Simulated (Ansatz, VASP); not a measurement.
One calculation of Ti5Si, two programs

INCAR

```
SYSTEM = Ti5Si
PREC = Accurate
ENCUT = 520
EDIFF = 1E-6
ISMEAR = 0
SIGMA = 0.15
LREAL = .False.
LASPH = .True.
NELM = 100
ALGO = Fast
ISIF = 2
LWAVE = .False.
LCHARG = .False.
GGA = PS
NBANDS = 41
```

KPOINTS

```
regular mesh
0
Gamma
  12 12 12
  0 0 0
```

The input POSCAR:

```
Ti5Si
1.0
    2.4897678653      1.4374681472      4.3990762221
   -2.4897678653      1.4374681472      4.3990762221
    0.0000000000     -2.8749362945      4.3990762220
Ti Si
5 1
Direct
    0.1512178644      0.1512178644      0.1512178644
    0.6046246916      0.3953753084      0.0000000000
    0.0000000000      0.6046246916      0.3953753084
    0.8487821356      0.8487821356      0.8487821356
    0.3953753084      0.0000000000      0.6046246916
    0.5000000000      0.5000000000      0.5000000000
```

Input for Ansatz:

```yaml
crystal:
  lattice:
    - [2.4897678653, 1.4374681472, 4.3990762221]
    - [-2.4897678653, 1.4374681472, 4.3990762221]
    - [0.0, -2.8749362945, 4.399076222]
  atoms:
    - { symbol: Ti, position: [0.1512178644, 0.1512178644, 0.1512178644] }
    - { symbol: Ti, position: [0.6046246916, 0.3953753084, 0.0] }
    - { symbol: Ti, position: [0.0, 0.6046246916, 0.3953753084] }
    - { symbol: Ti, position: [0.8487821356, 0.8487821356, 0.8487821356] }
    - { symbol: Ti, position: [0.3953753084, 0.0, 0.6046246916] }
    - { symbol: Si, position: [0.5, 0.5, 0.5] }
basis:
  ecutwfc: 420
kpoints:
  mp_grid: { grid: [12, 12, 12] }
hamiltonian:
  xc: pbesol
scf:
  occupations: { method: gaussian, width: 0.15 }
output:
  forces: true
  stress: true
  eigenvalues: true
  write_density: true
  write_potential: true
  elf: true
  volumetric_format: npy
```

Alike in both runs: task single point; functional PBEsol; k mesh 12 × 12 × 12; occupations gaussian, width 0.15 eV; no spin polarisation.

|  | VASP | Ansatz |
| --- | --- | --- |
| version | VASP 6.6.1 | Ansatz 0.2.0 |
| potentials or method | VASP PAW PBE potentials, release 64 (Ti_sv, Si), cutoff 520 eV | scalar-relativistic, plane waves, PAW |
| valence electrons in the cell | 64 | 64 |

```tsv
	VASP	Ansatz	Ansatz less VASP
gap on the k mesh at the Fermi level (eV)	none	none	-
pressure (GPa)	0.0	0.0	+0.02
rms of the force components (eV/Å)	0.005	0.005	+0.0003
```

VASP's potentials were made for PBE, not for PBEsol. Atom by atom the forces differ by 0.001 eV/Å (rms over components). A gap of «none» marks a metal or a gap that the smearing closes.
